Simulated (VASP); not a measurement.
Crystal: Mo.

```
Mo
1.0
     2.72999    0.00000    0.00000
    -1.36500    2.36424    0.00000
     0.00000    0.00000    7.25915
Mo
3
Direct
  0.00000 0.00000 0.00000
  0.33333 0.66667 0.33333
  0.66667 0.33333 0.66667
```

- Program: VASP 6.6.1
- Task: relaxation of cell and atoms
- Functional: PBEsol
- Potentials or basis: VASP PAW PBE potentials, release 64 (Mo_sv)
- Cutoff: 600 eV
- k mesh: 18 × 18 × 7
- Occupations: gaussian, width 0.1 eV
- Spin: no spin polarisation

At the start: pressure 0.5 GPa; volume 15.62 Å³/atom.

Where does the relaxation end?

Over 15 steps the energy falls by 5.9 meV/atom and the volume is 15.56 Å³/atom (-0.4 %); space group Fm-3m (No. 225, to 0.05 Å).

Step by step:
```
step  energy change (eV)  largest force (eV/Å)  pressure (GPa)  volume (Å³)
   1              0.0000                0.0000            0.47        46.85
   2             -0.0120                0.0000           -1.85        47.16
   3             -0.0120                0.0000           -1.86        47.16
   4             -0.0085                0.0000            3.70        46.10
   5             -0.0150                0.0000            0.27        46.74
   6             -0.0154                0.0000            0.08        46.76
   7             -0.0163                0.0000           -0.35        46.80
   8             -0.0169                0.0000           -1.06        46.87
   9             -0.0170                0.0000           -0.84        46.85
  10             -0.0171                0.0000           -0.78        46.84
  11             -0.0173                0.0000           -0.59        46.79
  12             -0.0175                0.0000           -0.17        46.71
  13             -0.0175                0.0000           -0.20        46.71
  14             -0.0175                0.0000           -0.16        46.70
  15             -0.0176                0.0000           -0.06        46.69
```

Final structure:
```yaml
crystal:
  lattice:
    - [2.79360, 0.00000, 0.00000]
    - [-1.39680, 2.41933, 0.00000]
    - [0.00000, 0.00000, 6.90773]
  atoms:
    - { symbol: Mo, position: [0.00000, 0.00000, 0.00000] }
    - { symbol: Mo, position: [0.33333, 0.66667, 0.33333] }
    - { symbol: Mo, position: [0.66667, 0.33333, 0.66667] }
```

Caveat: the PAW data sets were made with another functional, which shifts forces and pressure a little.
